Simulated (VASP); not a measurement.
# SiO2 (P4_2/mnm) in VASP: a series of runs

SiO2 is run at these levels: PBE; tasks: single point.

All numbers are computed with VASP 6.6.1; they aren't measurements. Logs are shortened: lines on timing, memory, paths and dates and some standing lists are left out, and cuts for length are marked.

## (1) The cell of the first run

Symmetry: P4_2/mnm, No. 136, tetragonal system. The conventional cell has a = 4.018 Å, b = 4.018 Å, c = 2.731 Å, α = 90.00°, β = 90.00°, γ = 90.00°. Within 2.3 Å of Si (site symmetry mmm) lie 6 O at 1.72 to 1.77 Å. O (site symmetry m2m) has 3 Si at 1.72 to 1.77 Å and 1 O at 2.24 Å within 2.3 Å.

## (2) Single point, PBE (epitaxial xy strain -4.0%)

INCAR reads:

```
SYSTEM = SiO2
ALGO = Normal
EDIFF = 1E-6
ENCUT = 520
GGA = PE
ISIF = 2
ISMEAR = -1
LASPH = .True.
LCHARG = .True.
LELF = .True.
LREAL = .False.
LVHAR = .True.
LWAVE = .False.
NBANDS = 25
NELM = 100
PREC = Accurate
SIGMA = 0.02
```

KPOINTS reads:

```
k-points
0
Gamma
  6 6 10
  0 0 0
```

POSCAR reads:

```
SiO2
1.0
    4.0177812467      0.0000000000      0.0000000000
    0.0000000000      4.0177812467      0.0000000000
    0.0000000000      0.0000000000      2.7314444781
Si O
2 4
Direct
    0.0000000000      0.0000000000      0.0000000000
    0.5000000000      0.5000000000      0.5000000000
    0.3032115797      0.3032115797      0.0000000000
    0.1967884203      0.8032115797      0.5000000000
    0.8032115797      0.1967884203      0.5000000000
    0.6967884203      0.6967884203      0.0000000000
```

Potentials or basis: VASP PAW PBE potentials, release 64 (Si, O).

On the command line:

```sh
cat potpaw_PBE.64/Si/POTCAR potpaw_PBE.64/O/POTCAR > POTCAR
mpirun -np 1 vasp_std > vasp.out
```

OUTCAR:

```text
SYSTEM = SiO2
   EDIFF = 1E-6
   ENCUT = 520
   GGA = PE
   ISIF = 2
   ISMEAR = -1
   LASPH = .True.
   LREAL = .False.
   NELM = 100
   PREC = Accurate

 ion  position               nearest neighbor table
   1  0.000  0.000  0.000-   3 1.72   6 1.72   5 1.77   4 1.77   4 1.77   5 1.77
   2  0.500  0.500  0.500-   4 1.72   5 1.72   3 1.77   6 1.77   3 1.77   6 1.77
   3  0.303  0.303  0.000-   1 1.72   2 1.77   2 1.77
   4  0.197  0.803  0.500-   2 1.72   1 1.77   1 1.77
   5  0.803  0.197  0.500-   2 1.72   1 1.77   1 1.77
   6  0.697  0.697  0.000-   1 1.72   2 1.77   2 1.77

  LATTYP: Found a simple tetragonal cell.
 ALAT       =     4.0177812467
 C/A-ratio  =     0.6798390232

  Lattice vectors:

 A1 = (   4.0177812467,   0.0000000000,   0.0000000000)
 A2 = (   0.0000000000,   4.0177812467,   0.0000000000)
 A3 = (   0.0000000000,   0.0000000000,   2.7314444781)

Analysis of symmetry for initial positions (statically):
=====================================================================
 Subroutine PRICEL returns:
 Original cell was already a primitive cell.

 Routine SETGRP: Setting up the symmetry group for a
 simple tetragonal supercell.

 Subroutine GETGRP returns: Found 16 space group operations
 (whereof  8 operations were pure point group operations)
 out of a pool of 16 trial point group operations.

The static configuration has the point symmetry D_2h.
 The point group associated with its full space group is D_4h.

Analysis of symmetry for dynamics (positions and initial velocities):
=====================================================================
 Subroutine PRICEL returns:
 Original cell was already a primitive cell.

 Routine SETGRP: Setting up the symmetry group for a
 simple tetragonal supercell.

 Subroutine GETGRP returns: Found 16 space group operations
 (whereof  8 operations were pure point group operations)
 out of a pool of 16 trial point group operations.

The dynamic configuration has the point symmetry D_2h.
 The point group associated with its full space group is D_4h.

 Subroutine INISYM returns: Found 16 space group operations
 (whereof  8 operations are pure point group operations),
 and found     1 'primitive' translations

----------------------------------------------------------------------------------------

                                     Primitive cell

  volume of cell :      44.0925

  direct lattice vectors                    reciprocal lattice vectors
     4.017781247  0.000000000  0.000000000     0.248893590  0.000000000  0.000000000
     0.000000000  4.017781247  0.000000000     0.000000000  0.248893590  0.000000000
     0.000000000  0.000000000  2.731444478     0.000000000  0.000000000  0.366106655

  length of vectors
     4.017781247  4.017781247  2.731444478     0.248893590  0.248893590  0.366106655

  position of ions in fractional coordinates (direct lattice)
     0.000000000  0.000000000  0.000000000
     0.500000000  0.500000000  0.500000000
     0.303211580  0.303211580  0.000000000
     0.196788420  0.803211580  0.500000000
     0.803211580  0.196788420  0.500000000
     0.696788420  0.696788420  0.000000000

  ion indices of the primitive-cell ions
   primitive index   ion index
                 1           1
                 2           2
                 3           3
                 4           4
                 5           5
                 6           6

----------------------------------------------------------------------------------------

 KPOINTS: k-points

Automatic generation of k-mesh.
 Grid dimensions read from file:
 generate k-points for:    6    6   10

 Generating k-lattice:

  Cartesian coordinates                     Fractional coordinates (reciprocal lattice)
     0.041482265  0.000000000  0.000000000     0.166666667  0.000000000  0.000000000
     0.000000000  0.041482265  0.000000000     0.000000000  0.166666667  0.000000000
     0.000000000  0.000000000  0.036610665     0.000000000  0.000000000  0.100000000

  Length of vectors
     0.041482265  0.041482265  0.036610665

  Shift w.r.t. Gamma in fractional coordinates (k-lattice)
     0.000000000  0.000000000  0.000000000

 Subroutine IBZKPT returns following result:
 ===========================================

 Found     60 irreducible k-points:

 Following reciprocal coordinates:
            Coordinates               Weight
  0.000000  0.000000  0.000000      1.000000
  0.166667  0.000000  0.000000      4.000000
  0.333333  0.000000  0.000000      4.000000
  0.500000  0.000000  0.000000      2.000000
  0.166667  0.166667  0.000000      4.000000
  0.333333  0.166667  0.000000      8.000000
[... 16 lines left out ...]
  0.333333  0.000000  0.200000      8.000000
  0.500000  0.000000  0.200000      4.000000
 [... further k-points ...]
   k-points           NKPTS =     60   k-points in BZ     NKDIM =     60   number of bands    NBANDS=     25
   number of dos      NEDOS =    301   number of ions     NIONS =      6
   total plane-waves  NPLWV =  18000
   dimension x,y,z NGX =    30 NGY =   30 NGZ =   20
   dimension x,y,z NGXF=    60 NGYF=   60 NGZF=   40
   ions per type =               2   4
   NGX,Y,Z   is equivalent  to a cutoff of  12.41, 12.41, 12.17 a.u.
   NGXF,Y,Z  is equivalent  to a cutoff of  24.83, 24.83, 24.35 a.u.
 SYSTEM =  SiO2
   PREC   = accura    normal or accurate (medium, high low for compatibility)
   ISTART =      0    job   : 0-new  1-cont  2-samecut
   ICHARG =      2    charge: 1-file 2-atom 10-const
   ISPIN  =      1    spin polarized calculation?
   LNONCOLLINEAR =      F non collinear calculations
   LSORBIT =      F    spin-orbit coupling
   LASPH  =      T    aspherical Exc in radial PAW
   ENCUT  =  520.0 eV  38.22 Ry    6.18 a.u.   7.47  7.47  5.08*2*pi/ulx,y,z
   NELM   =    100;   NELMIN=  2; NELMDL= -5     # of ELM steps
   EDIFF  = 0.1E-05   stopping-criterion for ELM
   LREAL  =      F    real-space projection
   EDIFFG = 0.1E-04   stopping-criterion for IOM
   NSW    =      0    number of steps for IOM
   IBRION =     -1    ionic relax: 0-MD 1-quasi-New 2-CG
   NFREE  =      0    steps in history (QN), initial steepest desc. (CG)
   ISIF   =      2    stress and relaxation
   ISYM   =      2    0-nonsym 1-usesym 2-fastsym
   POTIM  = 0.5000    time-step for ionic-motion
   TEBEG  =    0.0;   TEEND  =   0.0 temperature during run
   PSTRESS=    0.0 pullay stress
   NELECT =      32.0000    total number of electrons
   NUPDOWN=      -1.0000    fix difference up-down
   EMIN   =  10.00;   EMAX   =-10.00  energy-range for DOS
   EFERMI =   0.00;   METHOD = LEGACY
   ISMEAR =    -1;   SIGMA  =   0.02  broadening in eV -4-tet -1-fermi 0-gaus
   EFERMI_NEDOS =   21; number of points for ismear=-14 and -15
   IALGO  =     38    algorithm
   IMIX   =      4    mixing-type and parameters
     AMIX     =   0.40;   BMIX     =  1.00
     AMIX_MAG =   1.60;   BMIX_MAG =  1.00
  volume/ion in A,a.u.               =       7.35        49.59
  Fermi-wavevector in a.u.,A,eV,Ry     =   1.471194  2.780153 29.448596  2.164411
  Thomas-Fermi vector in A             =   2.586359
   LORBIT       =      0    0 simple, 1 ext, 2 COOP (PROOUT), +10 PAW based schemes
   GGA     = PE    functional components
   LHFCALC =     F    Hartree Fock is set to
   AEXX    =    0.0000 exact exchange contribution
   IVDW    =     0    specifies the selected vdW correction
   LEPSILON=     F    determine dielectric tensor
   LRPA    =     F    only Hartree local field effects (RPA)
 non-spin polarized calculation
  energy-cutoff  :      520.00
  volume of cell :       44.09
 maximum number of plane-waves:      1218
 NGX is ok and might be reduce to    30
   NGX = 15   NGY = 15   NGZ = 11

 number of electron      31.9999987 magnetization

 Free energy of the ion-electron system (eV)
  ---------------------------------------------------
  ext. energy  EPLUGINS =         0.00000000
  ---------------------------------------------------
  free energy    TOTEN  =       -45.83052132 eV

  energy without entropy =      -45.83052132  energy(sigma->0) =      -45.83052132

 E-fermi :   9.5093     XC(G=0): -12.5883

 val. band max:        9.0787324327   @ k =   0.0000   0.0000   0.0000
 cond. band min:      15.1706882016   @ k =   0.0000   0.0000   0.0000
 fundamental gap:      6.0919557689
 Fermi energy:         9.5093044089

 k-point     1 :       0.0000    0.0000    0.0000
  band No.  band energies     occupation
      1     -14.0053      2.00000
      2     -10.0001      2.00000
      3     -10.0001      2.00000
      4      -9.4620      2.00000
      5      -2.2782      2.00000
      6       2.3516      2.00000
[... 17 lines left out ...]
     24      25.0630      0.00000
     25      25.7300      0.00000

 k-point     2 :       0.1667    0.0000    0.0000
  band No.  band energies     occupation
      1     -13.8410      2.00000
      2     -10.6491      2.00000
      3      -9.9146      2.00000
      4      -9.1912      2.00000
      5      -2.0269      2.00000
      6       1.8447      2.00000
[... 17 lines left out ...]
     24      24.2374      0.00000
     25      25.5165      0.00000

 k-point     3 :       0.3333    0.0000    0.0000
  band No.  band energies     occupation
      1     -13.3605      2.00000
      2     -11.6488      2.00000
      3      -9.6825      2.00000
      4      -9.1552      2.00000
      5      -1.3737      2.00000
      6       0.6487      2.00000
[... 552 lines left out ...]
 k-point    23 :       0.3333    0.0000    0.2000
  band No.  band energies     occupation
      1     -12.8825      2.00000
      2     -11.2970      2.00000
      3      -9.5486      2.00000
      4      -9.2253      2.00000
      5      -1.0450      2.00000
      6       0.9169      2.00000
[... 17 lines left out ...]
     24      22.2508      0.00000
     25      23.6493      0.00000

 k-point    24 :       0.5000    0.0000    0.2000
  band No.  band energies     occupation
      1     -12.1729      2.00000
      2     -12.1729      2.00000
      3      -9.3502      2.00000
      4      -9.3502      2.00000
      5      -0.0863      2.00000
      6      -0.0863      2.00000
[... 17 lines left out ...]
     24      21.7256      0.00000
     25      23.6341      0.00000

 [... further k-points ...]

------------------------ aborting loop because EDIFF is reached ----------------------------------------

  FORCE on cell =-STRESS in cart. coord.  units (eV):
  Direction    XX          YY          ZZ          XY          YZ          ZX
  --------------------------------------------------------------------------------------
  -------------------------------------------------------------------------------------
  Total       10.2328318     10.2328318      3.2496558     -0.0000000      0.0000000      0.0000000
  in kB      371.8274637    371.8274637    118.0818095     -0.0000000      0.0000000      0.0000000
  external PRESSURE =     287.2455790 kB  Pullay stress =       0.0000000 kB

 VOLUME and BASIS-vectors are now :
 -----------------------------------------------------------------------------
  energy-cutoff  :      520.00
  volume of cell :       44.09
      direct lattice vectors                 reciprocal lattice vectors
     4.017781247  0.000000000  0.000000000     0.248893590  0.000000000  0.000000000
     0.000000000  4.017781247  0.000000000     0.000000000  0.248893590  0.000000000
     0.000000000  0.000000000  2.731444478     0.000000000  0.000000000  0.366106655

 POSITION                                       TOTAL-FORCE (eV/Angst)
 -----------------------------------------------------------------------------------
      0.00000      0.00000      0.00000         0.000000      0.000000      0.000000
      2.00889      2.00889      1.36572         0.000000      0.000000      0.000000
      1.21824      1.21824      0.00000        -0.003966     -0.003966      0.000000
      0.79065      3.22713      1.36572         0.003966     -0.003966      0.000000
      3.22713      0.79065      1.36572        -0.003966      0.003966      0.000000
      2.79954      2.79954      0.00000         0.003966      0.003966      0.000000
 -----------------------------------------------------------------------------------
    total drift:                               -0.000000     -0.000000     -0.000000

  FREE ENERGIE OF THE ION-ELECTRON SYSTEM (eV)
  ---------------------------------------------------
  free  energy   TOTEN  =       -45.8305213191 eV

  energy  without entropy=      -45.8305213191  energy(sigma->0) =      -45.83052132
```

Wall time 26 s (1 thread of Intel Xeon Platinum 8559C (Emerald Rapids), shared host); peak memory 0.17 GiB.

Results:

| Property | Result |
| --- | --- |
| Free energy | -45.8305 eV |
| Pressure | 28.7 GPa |
| Largest force | 0.006 eV/Å |
| Band gap on the k mesh | 6.09 eV, direct |

Forces on the atoms (eV/Å):
```
Si   0.000  0.000  0.000
Si   0.000  0.000  0.000
O   -0.004 -0.004  0.000
O    0.004 -0.004  0.000
O   -0.004  0.004  0.000
O    0.004  0.004  0.000
```

Levels at points of the mesh, in eV from the valence-band top:
```
           k point  band 12  band 13  band 14  band 15  band 16  band 17  band 18  band 19  band 20  band 21
(0.00, 0.00, 0.00)    -3.53    -2.62    -0.84    -0.84     0.00     6.09     6.28     8.03     8.03    10.98
(0.50, 0.00, 0.00)    -4.13    -2.93    -2.93    -1.03    -1.03     7.87     7.87     8.80     8.80    12.25
(0.50, 0.50, 0.00)    -3.72    -3.09    -3.09    -2.23    -2.23     7.61     7.61    10.00    10.00    14.33
(0.00, 0.00, 0.50)    -4.77    -3.55    -3.55    -2.76    -2.76     9.96     9.96    12.99    12.99    13.84
(0.50, 0.00, 0.50)    -4.25    -2.23    -2.23    -1.82    -1.82     9.44     9.44    11.12    11.12    12.70
(0.50, 0.50, 0.50)    -4.36    -1.62    -1.62    -1.57    -1.57     7.92     7.92    11.80    11.80    11.98
```

Caveat: the cell differs from its parent crystal (epitaxial xy strain -4.0%).

## (3) Single point, PBE (epitaxial xy strain -3.0%)

INCAR reads:

```
SYSTEM = SiO2
ALGO = Normal
EDIFF = 1E-6
ENCUT = 520
GGA = PE
ISIF = 2
ISMEAR = -1
LASPH = .TRUE.
LCHARG = .FALSE.
LREAL = .FALSE.
LWAVE = .FALSE.
NBANDS = 25
NELM = 60
PREC = Accurate
SIGMA = 0.02
```

KPOINTS reads:

```
k-points
0
G
  6 6 10
  0 0 0
```

POSCAR reads:

```
SiO2
1.0
    4.0596331347      0.0000000000      0.0000000000
    0.0000000000      4.0596331347      0.0000000000
    0.0000000000      0.0000000000      2.7142416427
Si O
2 4
Direct
    0.0000000000      0.0000000000      0.0000000000
    0.5000000000      0.5000000000      0.5000000000
    0.3036854415      0.3036854415      0.0000000000
    0.1963145585      0.8036854415      0.5000000000
    0.8036854415      0.1963145585      0.5000000000
    0.6963145585      0.6963145585      0.0000000000
```

Potentials or basis: VASP PAW PBE potentials, release 64 (Si, O).

On the command line:

```sh
cat potpaw_PBE.64/Si/POTCAR potpaw_PBE.64/O/POTCAR > POTCAR
mpirun -np 1 vasp_std > vasp.out
```

OUTCAR:

```text
SYSTEM = SiO2
   EDIFF = 1E-6
   ENCUT = 520
   GGA = PE
   ISIF = 2
   ISMEAR = -1
   LASPH = .TRUE.
   LREAL = .FALSE.
   NELM = 60
   PREC = Accurate

 ion  position               nearest neighbor table
   1  0.000  0.000  0.000-   3 1.74   6 1.74   5 1.76   4 1.76   4 1.76   5 1.76
   2  0.500  0.500  0.500-   4 1.74   5 1.74   3 1.76   6 1.76   3 1.76   6 1.76
   3  0.304  0.304  0.000-   1 1.74   2 1.76   2 1.76
   4  0.196  0.804  0.500-   2 1.74   1 1.76   1 1.76
   5  0.804  0.196  0.500-   2 1.74   1 1.76   1 1.76
   6  0.696  0.696  0.000-   1 1.74   2 1.76   2 1.76
[... 880 lines left out ...]
  -------------------------------------------------------------------------------------
  Total        8.1176082      8.1176082      3.2255405      0.0000000      0.0000000      0.0000000
  in kB      290.7478985    290.7478985    115.5289960      0.0000000      0.0000000      0.0000000
  external PRESSURE =     232.3415977 kB  Pullay stress =       0.0000000 kB

 VOLUME and BASIS-vectors are now :
 -----------------------------------------------------------------------------
  energy-cutoff  :      520.00
  volume of cell :       44.73
      direct lattice vectors                 reciprocal lattice vectors
     4.059633135  0.000000000  0.000000000     0.246327677  0.000000000  0.000000000
     0.000000000  4.059633135  0.000000000     0.000000000  0.246327677  0.000000000
     0.000000000  0.000000000  2.714241643     0.000000000  0.000000000  0.368427035

 POSITION                                       TOTAL-FORCE (eV/Angst)
 -----------------------------------------------------------------------------------
      0.00000      0.00000      0.00000         0.000000      0.000000      0.000000
      2.02982      2.02982      1.35712         0.000000      0.000000      0.000000
      1.23285      1.23285      0.00000        -0.022051     -0.022051     -0.000000
      0.79697      3.26267      1.35712         0.022051     -0.022051     -0.000000
      3.26267      0.79697      1.35712        -0.022051      0.022051      0.000000
      2.82678      2.82678      0.00000         0.022051      0.022051      0.000000
 -----------------------------------------------------------------------------------
    total drift:                               -0.000000      0.000000     -0.000000

  FREE ENERGIE OF THE ION-ELECTRON SYSTEM (eV)
  ---------------------------------------------------
  free  energy   TOTEN  =       -46.0013344143 eV

  energy  without entropy=      -46.0013344143  energy(sigma->0) =      -46.00133441
```

OSZICAR:

```text
N       E                     dE             d eps       ncg     rms          rms(c)
DAV:   1     0.138864112180E+03    0.13886E+03   -0.17968E+04  3016   0.124E+03
DAV:   2    -0.439888300646E+02   -0.18285E+03   -0.17529E+03  3738   0.286E+02
DAV:   3    -0.507416231968E+02   -0.67528E+01   -0.67242E+01  4010   0.520E+01
DAV:   4    -0.507822103609E+02   -0.40587E-01   -0.40577E-01  3475   0.469E+00
DAV:   5    -0.507825142766E+02   -0.30392E-03   -0.30387E-03  4036   0.382E-01    0.183E+01
DAV:   6    -0.459458992823E+02    0.48366E+01   -0.13243E+01  3825   0.247E+01    0.850E+00
DAV:   7    -0.459816424570E+02   -0.35743E-01   -0.89334E-01  3706   0.545E+00    0.302E+00
DAV:   8    -0.459950228675E+02   -0.13380E-01   -0.28702E-02  3729   0.143E+00    0.111E+00
DAV:   9    -0.460011547209E+02   -0.61319E-02   -0.98442E-03  3798   0.823E-01    0.262E-01
DAV:  10    -0.460013423274E+02   -0.18761E-03   -0.28545E-04  3816   0.120E-01    0.359E-02
DAV:  11    -0.460013341098E+02    0.82176E-05   -0.53500E-05  3845   0.526E-02    0.463E-03
DAV:  12    -0.460013344143E+02   -0.30442E-06   -0.21069E-06  3182   0.111E-02
   1 F= -.46001334E+02 E0= -.46001334E+02  d E =-.429522E-13
```

Run time: 27 s. Hardware: 1 thread of Intel Xeon Platinum 8559C (Emerald Rapids), shared host; peak memory 0.17 GiB.

Results:

* Free energy: -46.0013 eV
* Pressure: 23.2 GPa
* Largest force: 0.031 eV/Å
* Band gap on the k mesh: 6.09 eV, direct

Forces on the atoms (eV/Å):
```
Si   0.000  0.000  0.000
Si   0.000  0.000  0.000
O   -0.022 -0.022  0.000
O    0.022 -0.022  0.000
O   -0.022  0.022  0.000
O    0.022  0.022  0.000
```

Levels at points of the mesh, in eV from the valence-band top:
```tsv
k point	band 13	band 14	band 15	band 16	band 17	band 18	band 19	band 20
(0.00, 0.00, 0.00)	-2.60	-0.87	-0.87	0.00	6.09	6.24	8.14	8.14
(0.50, 0.00, 0.00)	-2.88	-2.88	-1.04	-1.04	7.85	7.85	8.84	8.84
(0.50, 0.50, 0.00)	-2.99	-2.99	-2.26	-2.26	7.56	7.56	10.00	10.00
(0.00, 0.00, 0.50)	-3.44	-3.44	-2.75	-2.75	9.71	9.71	12.91	12.91
(0.50, 0.00, 0.50)	-2.26	-2.26	-1.82	-1.82	9.24	9.24	10.76	10.76
(0.50, 0.50, 0.50)	-1.63	-1.63	-1.62	-1.62	7.68	7.68	11.60	11.60
```

Caveat: the cell differs from its parent crystal (epitaxial xy strain -3.0%). A k mesh can miss the band edges.
